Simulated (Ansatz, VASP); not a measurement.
**Rh: VASP beside Ansatz**

File INCAR:

```
SYSTEM = Rh
ALGO = Fast ; EDIFF = 1E-6
ENCUT = 520 ; GGA = PS
ISIF = 2 ; ISMEAR = 0
LASPH = .True. ; LCHARG = .False.
LREAL = .False. ; LWAVE = .False.
NBANDS = 22 ; NELM = 60
PREC = Accurate ; SIGMA = 0.15
```

File KPOINTS:

```
k-points
0
Gamma
  18 18 12
  0 0 0
```

File POSCAR:

```
Rh
1.0
    2.7719437279      0.0000000000      0.0000000000
   -1.3859718639      2.4005736862      0.0000000000
    0.0000000000      0.0000000000      4.3620616650
Rh
2
Direct
    0.6666666667      0.3333333333      0.7500000000
    0.3333333333      0.6666666667      0.2500000000
```

Input for Ansatz:

```yaml
crystal:
  lattice:
    - [2.7719437279, 0.0, 0.0]
    - [-1.3859718639, 2.4005736862, 0.0]
    - [0.0, 0.0, 4.362061665]
  atoms:
    - { symbol: Rh, position: [0.6666666667, 0.3333333333, 0.75] }
    - { symbol: Rh, position: [0.3333333333, 0.6666666667, 0.25] }
basis:
  ecutwfc: 420
kpoints:
  mp_grid: { grid: [18, 18, 12] }
hamiltonian:
  xc: pbesol
scf:
  occupations: { method: gaussian, width: 0.15 }
output:
  forces: true
  stress: true
  eigenvalues: true
  write_density: true
  write_potential: true
  elf: true
  volumetric_format: npy
```

Change from the starting cell: strain +0.015 along x and y, -0.015 along z, atoms carried along.

Alike in both runs: task single point; functional PBEsol; k mesh 18 × 18 × 12; occupations gaussian, width 0.15 eV; no spin polarisation.

|  | VASP | Ansatz |
| --- | --- | --- |
| version | VASP 6.6.1 | Ansatz 0.2.0 |
| potentials or method | VASP PAW PBE potentials, release 64 (Rh_pv), cutoff 520 eV | scalar-relativistic, plane waves, PAW |
| valence electrons in the cell | 30 | 34 |

```tsv
	VASP	Ansatz	Ansatz less VASP
gap on the k mesh at the Fermi level (eV)	none	none	-
pressure (GPa)	-16.5	-16.5	+0.08
traceless stress, the component that is largest in VASP (GPa)	3.19	3.18	-0.008
```

VASP's potentials were made for PBE, not for PBEsol. A gap of «none» marks a metal or a gap that the smearing closes. VASP's potentials hold 30 valence electrons a cell and Ansatz's 34, so a difference there can come from the potentials and not from the codes.
